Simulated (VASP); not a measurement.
# Ti (Im-3m) in VASP: a series of runs

The runs below take Ti through single point, with PBE.

Everything below comes from runs of VASP 6.6.1. Logs are shortened: lines on timing, memory, paths and dates and some standing lists are left out, and cuts for length are marked.

### 1 The cell of the first run

Symmetry: Im-3m, No. 229, cubic system. Conventional cell: a = 3.263 Å, b = 3.263 Å, c = 3.263 Å, α = 90.00°, β = 90.00°, γ = 90.00°. Within 3.7 Å of Ti (site symmetry m-3m) lie 14 Ti at 2.83 to 3.26 Å.

This isn't the form of Ti at room conditions, which is hcp.

### 2 Single point, PBE (17.38 Å³/atom)

INCAR reads:

```
SYSTEM = Ti
ALGO = Normal
EDIFF = 1E-6
ENCUT = 500
GGA = PE
GGA_COMPAT = .False.
ISIF = 2
ISMEAR = 0
LASPH = .True.
LCHARG = .False.
LREAL = .False.
LWAVE = .False.
NBANDS = 12
NELM = 120
PREC = Accurate
SIGMA = 0.05
```

KPOINTS reads:

```
k-points
0
Gamma
  18 18 18
  0 0 0
```

POSCAR reads:

```
Ti
1.0
   -1.6316897420      1.6316897420      1.6316897420
    1.6316897420     -1.6316897420      1.6316897420
    1.6316897420      1.6316897420     -1.6316897420
Ti
1
Direct
    0.0000000000      0.0000000000      0.0000000000
```

Potentials or basis: VASP PAW PBE potentials, release 64 (Ti_sv).

Command:

```sh
$ cat potpaw_PBE.64/Ti_sv/POTCAR > POTCAR
$ mpirun -np 1 vasp_std > vasp.out
```

OUTCAR:

```text
SYSTEM = Ti
   EDIFF = 1E-6
   ENCUT = 500
   GGA = PE
   ISIF = 2
   ISMEAR = 0
   LASPH = .True.
   LREAL = .False.
   NELM = 120
   PREC = Accurate

 ion  position               nearest neighbor table
   1  0.000  0.000  0.000-

  LATTYP: Found a body centered cubic cell.
 ALAT       =     3.2633794840

  Lattice vectors:

 A1 = (  -1.6316897420,   1.6316897420,   1.6316897420)
 A2 = (   1.6316897420,  -1.6316897420,   1.6316897420)
 A3 = (   1.6316897420,   1.6316897420,  -1.6316897420)

Analysis of symmetry for initial positions (statically):
=====================================================================
 Subroutine PRICEL returns:
 Original cell was already a primitive cell.

 Routine SETGRP: Setting up the symmetry group for a
 body centered cubic supercell.

 Subroutine GETGRP returns: Found 48 space group operations
 (whereof 48 operations were pure point group operations)
 out of a pool of 48 trial point group operations.

The static configuration has the point symmetry O_h .

Analysis of symmetry for dynamics (positions and initial velocities):
=====================================================================
 Subroutine PRICEL returns:
 Original cell was already a primitive cell.

 Routine SETGRP: Setting up the symmetry group for a
 body centered cubic supercell.

 Subroutine GETGRP returns: Found 48 space group operations
 (whereof 48 operations were pure point group operations)
 out of a pool of 48 trial point group operations.

The dynamic configuration has the point symmetry O_h .

 Subroutine INISYM returns: Found 48 space group operations
 (whereof 48 operations are pure point group operations),
 and found     1 'primitive' translations

----------------------------------------------------------------------------------------

                                     Primitive cell

  volume of cell :      17.3769

  direct lattice vectors                    reciprocal lattice vectors
    -1.631689742  1.631689742  1.631689742     0.000000000  0.306430804  0.306430804
     1.631689742 -1.631689742  1.631689742     0.306430804  0.000000000  0.306430804
     1.631689742  1.631689742 -1.631689742     0.306430804  0.306430804  0.000000000

  length of vectors
     2.826169535  2.826169535  2.826169535     0.433358599  0.433358599  0.433358599

  position of ions in fractional coordinates (direct lattice)
     0.000000000  0.000000000  0.000000000

  ion indices of the primitive-cell ions
   primitive index   ion index
                 1           1

----------------------------------------------------------------------------------------

 KPOINTS: k-points

Automatic generation of k-mesh.
 Grid dimensions read from file:
 generate k-points for:   18   18   18

 Generating k-lattice:

  Cartesian coordinates                     Fractional coordinates (reciprocal lattice)
     0.000000000  0.017023934  0.017023934     0.055555556  0.000000000  0.000000000
     0.017023934  0.000000000  0.017023934     0.000000000  0.055555556  0.000000000
     0.017023934  0.017023934  0.000000000     0.000000000  0.000000000  0.055555556

  Length of vectors
     0.024075478  0.024075478  0.024075478

  Shift w.r.t. Gamma in fractional coordinates (k-lattice)
     0.000000000  0.000000000  0.000000000

 Subroutine IBZKPT returns following result:
 ===========================================

 Found    195 irreducible k-points:

 Following reciprocal coordinates:
            Coordinates               Weight
  0.000000  0.000000  0.000000      1.000000
  0.055556  0.000000  0.000000     12.000000
  0.111111  0.000000  0.000000     12.000000
  0.166667  0.000000  0.000000     12.000000
  0.222222  0.000000  0.000000     12.000000
  0.277778  0.000000  0.000000     12.000000
[... 16 lines left out ...]
  0.333333  0.111111  0.000000     48.000000
  0.388889  0.111111  0.000000     48.000000
 [... further k-points ...]
   k-points           NKPTS =    195   k-points in BZ     NKDIM =    195   number of bands    NBANDS=     12
   number of dos      NEDOS =    301   number of ions     NIONS =      1
   total plane-waves  NPLWV =  13824
   dimension x,y,z NGX =    24 NGY =   24 NGZ =   24
   dimension x,y,z NGXF=    48 NGYF=   48 NGZF=   48
   ions per type =               1
   NGX,Y,Z   is equivalent  to a cutoff of  14.12, 14.12, 14.12 a.u.
   NGXF,Y,Z  is equivalent  to a cutoff of  28.24, 28.24, 28.24 a.u.
 SYSTEM =  Ti
   PREC   = accura    normal or accurate (medium, high low for compatibility)
   ISTART =      0    job   : 0-new  1-cont  2-samecut
   ICHARG =      2    charge: 1-file 2-atom 10-const
   ISPIN  =      1    spin polarized calculation?
   LNONCOLLINEAR =      F non collinear calculations
   LSORBIT =      F    spin-orbit coupling
   LASPH  =      T    aspherical Exc in radial PAW
   ENCUT  =  500.0 eV  36.75 Ry    6.06 a.u.   5.15  5.15  5.15*2*pi/ulx,y,z
   NELM   =    120;   NELMIN=  2; NELMDL= -5     # of ELM steps
   EDIFF  = 0.1E-05   stopping-criterion for ELM
   LREAL  =      F    real-space projection
   EDIFFG = 0.1E-04   stopping-criterion for IOM
   NSW    =      0    number of steps for IOM
   IBRION =     -1    ionic relax: 0-MD 1-quasi-New 2-CG
   NFREE  =      0    steps in history (QN), initial steepest desc. (CG)
   ISIF   =      2    stress and relaxation
   ISYM   =      2    0-nonsym 1-usesym 2-fastsym
   POTIM  = 0.5000    time-step for ionic-motion
   TEBEG  =    0.0;   TEEND  =   0.0 temperature during run
   PSTRESS=    0.0 pullay stress
   NELECT =      12.0000    total number of electrons
   NUPDOWN=      -1.0000    fix difference up-down
   EMIN   =  10.00;   EMAX   =-10.00  energy-range for DOS
   EFERMI =   0.00;   METHOD = LEGACY
   ISMEAR =     0;   SIGMA  =   0.05  broadening in eV -4-tet -1-fermi 0-gaus
   EFERMI_NEDOS =   21; number of points for ismear=-14 and -15
   IALGO  =     38    algorithm
   IMIX   =      4    mixing-type and parameters
     AMIX     =   0.40;   BMIX     =  1.00
     AMIX_MAG =   1.60;   BMIX_MAG =  1.00
  volume/ion in A,a.u.               =      17.38       117.27
  Fermi-wavevector in a.u.,A,eV,Ry     =   1.447030  2.734491 28.489199  2.093897
  Thomas-Fermi vector in A             =   2.565032
   LORBIT       =      0    0 simple, 1 ext, 2 COOP (PROOUT), +10 PAW based schemes
   GGA     = PE    functional components
   LHFCALC =     F    Hartree Fock is set to
   AEXX    =    0.0000 exact exchange contribution
   IVDW    =     0    specifies the selected vdW correction
   LEPSILON=     F    determine dielectric tensor
   LRPA    =     F    only Hartree local field effects (RPA)
 non-spin polarized calculation
 Gauss-broadening in eV      SIGMA  =   0.05
  energy-cutoff  :      500.00
  volume of cell :       17.38
 maximum number of plane-waves:       466
 NGX is ok and might be reduce to    24
   NGX = 11   NGY = 11   NGZ = 11

 number of electron      11.9999998 magnetization

 Free energy of the ion-electron system (eV)
  ---------------------------------------------------
  ext. energy  EPLUGINS =         0.00000000
  ---------------------------------------------------
  free energy    TOTEN  =        -7.72586568 eV

  energy without entropy =       -7.72310543  energy(sigma->0) =       -7.72448555

 E-fermi :   8.0814     XC(G=0): -11.4922

 val. band max:        8.0770423530   @ k =  -0.2778   0.2778   0.2222
 cond. band min:       8.0909515473   @ k =   0.2778   0.0556   0.0000
 fundamental gap:      0.0139091943
 Fermi energy:         8.0814458000

 k-point     1 :       0.0000    0.0000    0.0000
  band No.  band energies     occupation
      1     -48.4583      2.00000
      2     -24.3151      2.00000
      3     -24.3151      2.00000
      4     -24.3151      2.00000
      5       2.1285      2.00000
      6       9.0645      0.00000
      7       9.0645      0.00000
      8       9.0645      0.00000
      9      10.8196      0.00000
     10      10.8196      0.00000
     11      25.4893      0.00000
     12      25.4893      0.00000

 k-point     2 :       0.0556    0.0000    0.0000
  band No.  band energies     occupation
      1     -48.4544      2.00000
      2     -24.3363      2.00000
      3     -24.3216      2.00000
      4     -24.3153      2.00000
      5       2.2344      2.00000
      6       9.0161      0.00000
      7       9.0517      0.00000
      8       9.1413      0.00000
      9      10.7621      0.00000
     10      10.8224      0.00000
     11      25.3241      0.00000
     12      25.4802      0.00000

 k-point     3 :       0.1111    0.0000    0.0000
  band No.  band energies     occupation
      1     -48.4431      2.00000
      2     -24.3966      2.00000
      3     -24.3403      2.00000
      4     -24.3156      2.00000
      5       2.5448      2.00000
      6       8.8795      0.00000
      7       8.9953      0.00000
      8       9.3670      0.00000
      9      10.6305      0.00000
     10      10.8328      0.00000
     11      24.7996      0.00000
     12      25.3652      0.00000
[... 286 lines left out ...]
 k-point    23 :       0.3333    0.1111    0.0000
  band No.  band energies     occupation
      1     -48.3382      2.00000
      2     -24.8951      2.00000
      3     -24.5216      2.00000
      4     -24.3470      2.00000
      5       5.6652      2.00000
      6       7.8164      2.00000
      7       8.3268      0.00000
      8      10.6711      0.00000
      9      11.1994      0.00000
     10      12.2234      0.00000
     11      18.2468      0.00000
     12      21.5208      0.00000

 k-point    24 :       0.3889    0.1111    0.0000
  band No.  band energies     occupation
      1     -48.3274      2.00000
      2     -24.9423      2.00000
      3     -24.5440      2.00000
      4     -24.3478      2.00000
      5       5.8476      2.00000
      6       7.7304      2.00000
      7       8.5997      0.00000
      8      10.7395      0.00000
      9      11.2817      0.00000
     10      12.6636      0.00000
     11      17.1936      0.00000
     12      21.1667      0.00000

 [... further k-points ...]
[... 5 lines left out ...]
  --------------------------------------------------------------------------------------
  -------------------------------------------------------------------------------------
  Total       -0.1113952     -0.1113952     -0.1113952     -0.0000000     -0.0000000     -0.0000000
  in kB      -10.2708043    -10.2708043    -10.2708043     -0.0000000     -0.0000000     -0.0000000
  external PRESSURE =     -10.2708043 kB  Pullay stress =       0.0000000 kB

 VOLUME and BASIS-vectors are now :
 -----------------------------------------------------------------------------
  energy-cutoff  :      500.00
  volume of cell :       17.38
      direct lattice vectors                 reciprocal lattice vectors
    -1.631689742  1.631689742  1.631689742     0.000000000  0.306430804  0.306430804
     1.631689742 -1.631689742  1.631689742     0.306430804  0.000000000  0.306430804
     1.631689742  1.631689742 -1.631689742     0.306430804  0.306430804  0.000000000

 POSITION                                       TOTAL-FORCE (eV/Angst)
 -----------------------------------------------------------------------------------
      0.00000      0.00000      0.00000        -0.000000      0.000000     -0.000000
 -----------------------------------------------------------------------------------
    total drift:                               -0.000000      0.000000      0.000000

  FREE ENERGIE OF THE ION-ELECTRON SYSTEM (eV)
  ---------------------------------------------------
  free  energy   TOTEN  =        -7.7258656777 eV

  energy  without entropy=       -7.7231054264  energy(sigma->0) =       -7.72448555
```

Wall time 30 s (1 thread of AMD EPYC 7R13 (Zen 3), shared host); peak memory 0.13 GiB.

What came out:

| Property | Result |
| --- | --- |
| Free energy | -7.7259 eV |
| Pressure | -1.0 GPa |
| Band gap on the k mesh | zero (bands 6 and 7 overlap by 1.58 eV) |

Levels at points of the mesh, in eV from the Fermi level:
| k point | band 4 | band 5 | band 6 | band 7 | band 8 | band 9 |
| --- | --- | --- | --- | --- | --- | --- |
| (0.00, 0.00, 0.00) | -32.40 | -5.95 | 0.98 | 0.98 | 0.98 | 2.74 |
| (0.50, 0.00, 0.00) | -32.40 | -2.45 | -0.40 | 1.14 | 2.73 | 3.07 |
| (0.50, 0.50, 0.50) | -32.86 | -2.10 | -2.10 | 3.91 | 3.91 | 3.91 |

(Part 1 of 2 ends here.)
